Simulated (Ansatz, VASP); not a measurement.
**Ca: VASP beside Ansatz**

File INCAR:

```
SYSTEM = Ca
PREC = Accurate
ENCUT = 520
EDIFF = 1E-6
ISMEAR = -1
SIGMA = 0.1
LREAL = .False.
LASPH = .True.
NELM = 100
ALGO = Normal
ISIF = 2
LWAVE = .False.
LCHARG = .False.
GGA = B5
ALDAX = 1.0
AGGAX = 1.0
AGGAC = 1.0
ALDAC = 0.0
NBANDS = 11
```

File KPOINTS:

```
Automatic mesh
0
Gamma
  11 11 11
  0 0 0
```

POSCAR

```
Ca
1.0
   -2.2806983613      2.2806983613      2.2806983613
    2.2806983613     -2.2806983613      2.2806983613
    2.2806983613      2.2806983613     -2.2806983613
Ca
1
Direct
    0.0000000000      0.0000000000      0.0000000000
```

Input for Ansatz:

```yaml
crystal:
  lattice:
    - [-2.2806983613, 2.2806983613, 2.2806983613]
    - [2.2806983613, -2.2806983613, 2.2806983613]
    - [2.2806983613, 2.2806983613, -2.2806983613]
  atoms:
    - { symbol: Ca, position: [0.0, 0.0, 0.0] }
hamiltonian:
  xc: blyp
  pseudopotentials:
    kind: paw
    azcp:
      Ca: "pseudopotentials/Ca.paw.azcp"
basis:
  ecutwfc: 420
  fft_grid_basis: typed
kpoints:
  mp_grid: { grid: [11, 11, 11], shift: [0, 0, 0] }
magnetization:
  spin_polarized: false
scf:
  occupations: { method: fermi_dirac, width: 0.1 }
  lower_state_search: "off"
output:
  stress: true
```

Alike in both runs: task single point; functional BLYP; k mesh 11 × 11 × 11; occupations fermi-dirac, width 0.1 eV; no spin polarisation.

|  | VASP | Ansatz |
| --- | --- | --- |
| version | VASP 6.6.1 | Ansatz 0.2.0 |
| potentials or method | VASP PAW PBE potentials, release 64 (Ca_sv), cutoff 520 eV | plane waves (420 eV) with PAW, scalar-relativistic |
| valence electrons in the cell | 10 | 10 |

Ansatz gave:

* pressure (GPa): -1.5

Question: Which values does VASP return?

Answer: Pressure (GPa): -1.4.

VASP's potentials were made for PBE, not for BLYP. The functional is the same, so the differences come from potentials, cutoffs and numerics.
